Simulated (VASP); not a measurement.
# TiB2 (P6/mmm) in VASP: a series of runs

Runs on TiB2. Level: PBEsol. Tasks: electric field gradients.

Program: VASP 6.6.1. These are calculated values, not measurements. Logs are shortened: lines on timing, memory, paths and dates and some standing lists are left out, and cuts for length are marked.

### Step 1. The cell of the first run

The structure is hexagonal, space group P6/mmm (No. 191). Conventional cell: a = 3.029 Å, b = 3.029 Å, c = 3.196 Å, α = 90.00°, β = 90.00°, γ = 120.00°. Ti (site symmetry 6/mmm) has 12 B at 2.37 Å and 6 Ti at 3.03 Å within 3.1 Å. Within 2.3 Å of B (site symmetry -6m2) lie 3 B at 1.75 Å.

### Step 2. Electric field gradients, PBEsol (zz strain of -1 %)

The input, INCAR:

```
  PREC = Accurate
  ENCUT = 520
  EDIFF = 1E-8
  ISMEAR = -1
  SIGMA = 0.08
  LREAL = F
  LASPH = T
  NELM = 100
  ALGO = Normal
  ISIF = 2
  LWAVE = F
  LCHARG = F
  GGA = PS
  LEFG = T
  NBANDS = 16
```

The input, KPOINTS:

```
regular mesh
0
Gamma
  15 15 13
```

The input, POSCAR:

```
TiB2
1.0
    3.0291982016      0.0000000000      0.0000000000
   -1.5145991008      2.6233625957      0.0000000000
    0.0000000000      0.0000000000      3.1961160000
Ti B
1 2
Direct
    0.0000000000      0.0000000000      0.0000000000
    0.3333333333      0.6666666667      0.5000000000
    0.6666666667      0.3333333333      0.5000000000
```

Potentials or basis: VASP PAW PBE potentials, release 64 (Ti_sv, B).

Started as:

```
$ cat potpaw_PBE.64/Ti_sv/POTCAR potpaw_PBE.64/B/POTCAR > POTCAR
$ mpirun -np 1 vasp_std > vasp.out
```

OUTCAR:

```text
PREC = Accurate
   ENCUT = 520
   EDIFF = 1E-8
   ISMEAR = -1
   LREAL = F
   LASPH = T
   NELM = 100
   ISIF = 2
   GGA = PS

 ion  position               nearest neighbor table
   1  0.000  0.000  0.000-   2 2.37   3 2.37   2 2.37   3 2.37   3 2.37   3 2.37   2 2.37   2 2.37
                             3 2.37   3 2.37   2 2.37   2 2.37
   2  0.333  0.667  0.500-   3 1.75   3 1.75   3 1.75   1 2.37   1 2.37   1 2.37   1 2.37   1 2.37
                             1 2.37
   3  0.667  0.333  0.500-   2 1.75   2 1.75   2 1.75   1 2.37   1 2.37   1 2.37   1 2.37   1 2.37
                             1 2.37

  LATTYP: Found a hexagonal cell.
 ALAT       =     3.0291982016
 C/A-ratio  =     1.0551029637

  Lattice vectors:

 A1 = (   3.0291982016,   0.0000000000,   0.0000000000)
 A2 = (  -1.5145991008,   2.6233625957,   0.0000000000)
 A3 = (   0.0000000000,   0.0000000000,   3.1961160000)

Analysis of symmetry for initial positions (statically):
=====================================================================
 Subroutine PRICEL returns:
 Original cell was already a primitive cell.

 Routine SETGRP: Setting up the symmetry group for a
 hexagonal supercell.

 Subroutine GETGRP returns: Found 24 space group operations
 (whereof 24 operations were pure point group operations)
 out of a pool of 24 trial point group operations.

The static configuration has the point symmetry D_6h.

Analysis of symmetry for dynamics (positions and initial velocities):
=====================================================================
 Subroutine PRICEL returns:
 Original cell was already a primitive cell.

 Routine SETGRP: Setting up the symmetry group for a
 hexagonal supercell.

 Subroutine GETGRP returns: Found 24 space group operations
 (whereof 24 operations were pure point group operations)
 out of a pool of 24 trial point group operations.

The dynamic configuration has the point symmetry D_6h.

 Subroutine INISYM returns: Found 24 space group operations
 (whereof 24 operations are pure point group operations),
 and found     1 'primitive' translations

----------------------------------------------------------------------------------------

                                     Primitive cell

  volume of cell :      25.3985

  direct lattice vectors                    reciprocal lattice vectors
     3.029198202  0.000000000  0.000000000     0.330120360  0.190595079  0.000000000
    -1.514599101  2.623362596  0.000000000     0.000000000  0.381190157  0.000000000
     0.000000000  0.000000000  3.196116000     0.000000000  0.000000000  0.312879758

  length of vectors
     3.029198202  3.029198202  3.196116000     0.381190157  0.381190157  0.312879758

  position of ions in fractional coordinates (direct lattice)
     0.000000000  0.000000000  0.000000000
     0.333333333  0.666666667  0.500000000
     0.666666667  0.333333333  0.500000000

  ion indices of the primitive-cell ions
   primitive index   ion index
                 1           1
                 2           2
                 3           3

----------------------------------------------------------------------------------------

 KPOINTS: regular mesh

Automatic generation of k-mesh.
 Grid dimensions read from file:
 generate k-points for:   15   15   13

 Generating k-lattice:

  Cartesian coordinates                     Fractional coordinates (reciprocal lattice)
     0.022008024  0.012706339  0.000000000     0.066666667 -0.000000000  0.000000000
     0.000000000  0.025412677  0.000000000     0.000000000  0.066666667  0.000000000
[... 39 lines left out ...]
 [... further k-points ...]
   k-points           NKPTS =    189   k-points in BZ     NKDIM =    189   number of bands    NBANDS=     16
   number of dos      NEDOS =    301   number of ions     NIONS =      3
   total plane-waves  NPLWV =  13824
   dimension x,y,z NGX =    24 NGY =   24 NGZ =   24
   dimension x,y,z NGXF=    48 NGYF=   48 NGZF=   48
   ions per type =               1   2
   NGX,Y,Z   is equivalent  to a cutoff of  13.17, 13.17, 12.48 a.u.
   NGXF,Y,Z  is equivalent  to a cutoff of  26.34, 26.34, 24.97 a.u.
 SYSTEM =  unknown system
   PREC   = accura    normal or accurate (medium, high low for compatibility)
   ISTART =      0    job   : 0-new  1-cont  2-samecut
   ICHARG =      2    charge: 1-file 2-atom 10-const
   ISPIN  =      1    spin polarized calculation?
   LNONCOLLINEAR =      F non collinear calculations
   LSORBIT =      F    spin-orbit coupling
   LASPH  =      T    aspherical Exc in radial PAW
   ENCUT  =  520.0 eV  38.22 Ry    6.18 a.u.   5.63  5.63  5.94*2*pi/ulx,y,z
   NELM   =    100;   NELMIN=  2; NELMDL= -5     # of ELM steps
   EDIFF  = 0.1E-07   stopping-criterion for ELM
   LREAL  =      F    real-space projection
   EDIFFG = 0.1E-06   stopping-criterion for IOM
   NSW    =      0    number of steps for IOM
   IBRION =     -1    ionic relax: 0-MD 1-quasi-New 2-CG
   NFREE  =      0    steps in history (QN), initial steepest desc. (CG)
   ISIF   =      2    stress and relaxation
   ISYM   =      2    0-nonsym 1-usesym 2-fastsym
   POTIM  = 0.5000    time-step for ionic-motion
   TEBEG  =    0.0;   TEEND  =   0.0 temperature during run
   PSTRESS=    0.0 pullay stress
   NELECT =      18.0000    total number of electrons
   NUPDOWN=      -1.0000    fix difference up-down
   EMIN   =  10.00;   EMAX   =-10.00  energy-range for DOS
   EFERMI =   0.00;   METHOD = LEGACY
   ISMEAR =    -1;   SIGMA  =   0.08  broadening in eV -4-tet -1-fermi 0-gaus
   EFERMI_NEDOS =   21; number of points for ismear=-14 and -15
   IALGO  =     38    algorithm
   IMIX   =      4    mixing-type and parameters
     AMIX     =   0.40;   BMIX     =  1.00
     AMIX_MAG =   1.60;   BMIX_MAG =  1.00
  volume/ion in A,a.u.               =       8.47        57.13
  Fermi-wavevector in a.u.,A,eV,Ry     =   1.459585  2.758216 28.985706  2.130389
  Thomas-Fermi vector in A             =   2.576135
   LORBIT       =      0    0 simple, 1 ext, 2 COOP (PROOUT), +10 PAW based schemes
   GGA     = PS    functional components
   LHFCALC =     F    Hartree Fock is set to
   AEXX    =    0.0000 exact exchange contribution
   IVDW    =     0    specifies the selected vdW correction
   LEPSILON=     F    determine dielectric tensor
   LRPA    =     F    only Hartree local field effects (RPA)
 non-spin polarized calculation
  energy-cutoff  :      520.00
  volume of cell :       25.40
 maximum number of plane-waves:       702
 NGX is ok and might be reduce to    24
   NGX = 11   NGY = 11   NGZ = 11

 number of electron      17.9999998 magnetization

 Free energy of the ion-electron system (eV)
  ---------------------------------------------------
  ext. energy  EPLUGINS =         0.00000000
  ---------------------------------------------------
  free energy    TOTEN  =       -25.79396503 eV

  energy without entropy =      -25.78592496  energy(sigma->0) =      -25.78994499

 E-fermi :  10.0273     XC(G=0): -12.9226

 val. band max:        9.9733891684   @ k =   0.1333   0.1333   0.2308
 cond. band min:      10.0329410148   @ k =   0.2667   0.2000   0.0000
 fundamental gap:      0.0595518464
 Fermi energy:        10.0273346027

 k-point     1 :       0.0000    0.0000    0.0000
  band No.  band energies     occupation
      1     -46.6421      2.00000
      2     -23.0973      2.00000
      3     -22.7851      2.00000
      4     -22.7851      2.00000
      5      -3.4930      2.00000
      6       7.3374      2.00000
[... 433 lines left out ...]
      3     -23.0206      2.00000
      4     -22.9734      2.00000
      5       1.1255      2.00000
      6       1.1910      2.00000
[... 8 lines left out ...]
     15      18.9153      0.00000
     16      20.0453      0.00000

 [... further k-points ...]

------------------------ aborting loop because EDIFF is reached ----------------------------------------

  FORCE on cell =-STRESS in cart. coord.  units (eV):
  Direction    XX          YY          ZZ          XY          YZ          ZX
  --------------------------------------------------------------------------------------
  -------------------------------------------------------------------------------------
  Total       -0.4453023     -0.4453023     -0.3483613      0.0000000      0.0000000     -0.0000000
  in kB      -28.0903366    -28.0903366    -21.9751560      0.0000000      0.0000000     -0.0000000
  external PRESSURE =     -26.0519430 kB  Pullay stress =       0.0000000 kB

 VOLUME and BASIS-vectors are now :
 -----------------------------------------------------------------------------
  energy-cutoff  :      520.00
  volume of cell :       25.40
      direct lattice vectors                 reciprocal lattice vectors
     3.029198202  0.000000000  0.000000000     0.330120360  0.190595079  0.000000000
    -1.514599101  2.623362596  0.000000000     0.000000000  0.381190157  0.000000000
     0.000000000  0.000000000  3.196116000     0.000000000  0.000000000  0.312879758

 POSITION                                       TOTAL-FORCE (eV/Angst)
 -----------------------------------------------------------------------------------
      0.00000      0.00000      0.00000         0.000000      0.000000      0.000000
     -0.00000      1.74891      1.59806         0.000000     -0.000000      0.000000
      1.51460      0.87445      1.59806        -0.000000      0.000000      0.000000
 -----------------------------------------------------------------------------------
    total drift:                               -0.000000      0.000000      0.000000

  FREE ENERGIE OF THE ION-ELECTRON SYSTEM (eV)
  ---------------------------------------------------
  free  energy   TOTEN  =       -25.7939650252 eV

  energy  without entropy=      -25.7859249645  energy(sigma->0) =      -25.78994499

 Electric field gradients (V/A^2)
---------------------------------------------------------------------
 ion       V_xx      V_yy      V_zz      V_xy      V_xz      V_yz
---------------------------------------------------------------------
   1      -8.632    -8.634    17.266    -0.001    -0.000     0.000
   2      -2.111    -2.111     4.222     0.000     0.000    -0.000
   3      -2.111    -2.111     4.222     0.000    -0.000     0.000
---------------------------------------------------------------------

 Electric field gradients after diagonalization (V/A^2)
 (convention: |V_zz| > |V_xx| > |V_yy|)
----------------------------------------------------------------------
 ion       V_xx      V_yy      V_zz     asymmetry (V_yy - V_xx)/ V_zz
----------------------------------------------------------------------
   1      -8.634    -8.631    17.266       0.000
   2      -2.111    -2.111     4.222       0.000
   3      -2.111    -2.111     4.222       0.000
----------------------------------------------------------------------

           NMR quadrupolar parameters

 Cq : quadrupolar parameter    Cq=e*Q*V_zz/h
 eta: asymmetry parameters     (V_yy - V_xx)/ V_zz
 Q  : nuclear electric quadrupole moment in mb (millibarn)
----------------------------------------------------------------------
 ion       Cq(MHz)       eta       Q (mb)
----------------------------------------------------------------------
   1       0.042       0.000       1.000
   2       0.010       0.000       1.000
   3       0.010       0.000       1.000
----------------------------------------------------------------------
```

It took 87 s on 1 thread of AMD EPYC 9R45 (Zen 5), shared host; peak memory 0.16 GiB.

What came out:

| Item | Value |
| --- | --- |
| Free energy | -25.7940 eV |
| Pressure | -2.6 GPa |
| Band gap on the k mesh | zero (band 9 reaches 10.31 eV, above the bottom of band 10 at 9.78 eV) |

Electric field gradients, principal values (V/Å²):
```csv
atom,least,middle,greatest (by size)
1 Ti,-8.631,-8.634,17.266
2 B,-2.111,-2.111,4.222
3 B,-2.111,-2.111,4.222
```

Caveat: the cell differs from its parent crystal (zz strain of -1 %); without QUAD_EFG the Cq values of the log hold for a quadrupole moment of 1 mb, not for the nuclei; the PAW data sets were made with another functional, which shifts forces and pressure a little.

(Part 1 of 3 ends here.)
